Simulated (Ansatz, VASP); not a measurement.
**Two plane-wave programs on B2AsN**

Contents of INCAR:

```
PREC = Accurate
ENCUT = 700
EDIFF = 1E-6
ISMEAR = -1
SIGMA = 0.02
LREAL = False
LASPH = True
NELM = 120
ALGO = Normal
ISIF = 2
LWAVE = False
LCHARG = False
GGA = PE
NBANDS = 21
GGA_COMPAT = False
```

The input KPOINTS:

```
Automatic mesh
0
Gamma
  8 8 6
```

File POSCAR:

```
B2AsN
1.0
    3.0254673539      0.0000000000      0.0000000000
    0.0000000000      3.0254673539      0.0000000000
    0.0000000000      0.0000000000      4.3411360838
N B As
1 2 1
Direct
    0.0000000000      0.0000000000      0.0000000000
    0.0000000000      0.5000000000      0.8031805781
    0.5000000000      0.0000000000      0.1968194219
    0.5000000000      0.5000000000      0.5000000000
```

Input for Ansatz:

```yaml
crystal:
  lattice:
    - [3.0254673539, 0.0, 0.0]
    - [0.0, 3.0254673539, 0.0]
    - [0.0, 0.0, 4.3411360838]
  atoms:
    - { symbol: "N", position: [0.0, 0.0, 0.0] }
    - { symbol: B, position: [0.0, 0.5, 0.8031805781] }
    - { symbol: As, position: [0.5, 0.5, 0.5] }
    - { symbol: B, position: [0.5, 0.0, 0.1968194219] }
kpoints:
  mp_grid: { grid: [8, 8, 6] }
hamiltonian:
  xc: pbe
scf:
  occupations: { method: fermi_dirac, width: 0.02 }
  n_extra_bands: 5
output:
  forces: true
  stress: true
  eigenvalues: true
```

Alike in both runs: task single point; functional PBE; k mesh 8 × 8 × 6; occupations fermi-dirac, width 0.02 eV; no spin polarisation.

```csv
,VASP,Ansatz
version,VASP 6.6.1,Ansatz 0.2.0
potentials or method,"VASP PAW PBE potentials, release 64 (N, B, As_d)","plane waves, PAW"
plane-wave cutoff (eV),700,420
valence electrons in the cell,26,26
```

|  | VASP | Ansatz | Ansatz less VASP |
| --- | --- | --- | --- |
| pressure (GPa) | -5.9 | -5.6 | +0.29 |
| rms of the force components (eV/Å) | 0.071 | 0.062 | -0.0086 |
